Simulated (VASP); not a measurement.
# Ga2PdS3: single point with PBE

Ga2PdS3:

```
CELL_PARAMETERS angstrom
3.83410 0.00000 0.00000
0.00000 3.83410 0.00000
0.00000 0.00000 8.44687
ATOMIC_POSITIONS crystal
Ga 0.00000 0.50000 0.73150
Ga 0.50000 0.00000 0.26850
Pd 0.00000 0.00000 0.00000
S 0.00000 0.50000 0.38350
S 0.50000 0.00000 0.61650
S 0.50000 0.50000 0.00000
```

The cell was built from a structure type or drawn by symmetry, and may not be a known phase.

```json
{
  "Program": "VASP 6.6.1",
  "Task": "single point",
  "Functional": "PBE",
  "Potentials or basis": "VASP PAW PBE potentials, release 64 (Ga_d, Pd, S)",
  "Cutoff": "520 eV",
  "k mesh": "4 × 4 × 2",
  "Occupations": "gaussian, width 0.1 eV",
  "Spin": "no spin polarisation"
}
```

```json
{
 "Pressure": "-11.0 GPa",
 "Largest force": "1.091 eV/Å",
 "Band gap on the k mesh": "zero (bands 27 and 28 overlap by 1.01 eV)"
}
```

Forces in eV/Å, atoms in the order of the input:
```
Ga   0.000  0.000 -0.933
Ga   0.000  0.000  0.933
Pd   0.000  0.000  0.000
S    0.000  0.000 -1.091
S    0.000  0.000  1.091
S    0.000  0.000  0.000
```

Stress tensor (GPa, compression positive):
```
-13.19   0.00   0.00
  0.00 -13.19   0.00
  0.00   0.00  -6.54
```

Levels at points of the mesh, in eV from the Fermi level:
| k point | band 24 | band 25 | band 26 | band 27 | band 28 | band 29 | band 30 | band 31 |
| --- | --- | --- | --- | --- | --- | --- | --- | --- |
| (0.00, 0.00, 0.00) | -1.58 | -1.58 | -1.26 | -0.44 | -0.44 | 1.48 | 1.93 | 3.65 |
| (0.50, 0.00, 0.00) | -0.63 | -0.63 | -0.37 | 0.24 | 0.94 | 1.34 | 3.18 | 4.11 |
| (0.50, 0.50, 0.00) | -1.78 | -1.51 | -1.32 | -0.89 | -0.21 | -0.21 | 0.65 | 3.83 |
| (0.00, 0.00, 0.50) | -1.55 | -1.55 | -0.42 | -0.42 | -0.36 | 0.42 | 1.79 | 4.74 |
| (0.50, 0.00, 0.50) | -0.64 | -0.60 | -0.14 | 0.57 | 0.91 | 1.33 | 3.25 | 3.98 |
| (0.50, 0.50, 0.50) | -1.87 | -1.51 | -1.44 | -1.32 | -0.21 | -0.21 | 1.22 | 2.81 |

Run time: 120 s on 1 thread of Intel Xeon 8259CL (shared host), peak memory 0.25 GiB.

Caveat: the k points lie up to 0.41 Å⁻¹ apart, too coarse for converged energies and pressures of a metal; forces of over 1 eV/Å act on the atoms, so gaps and moduli don't describe the material at rest.
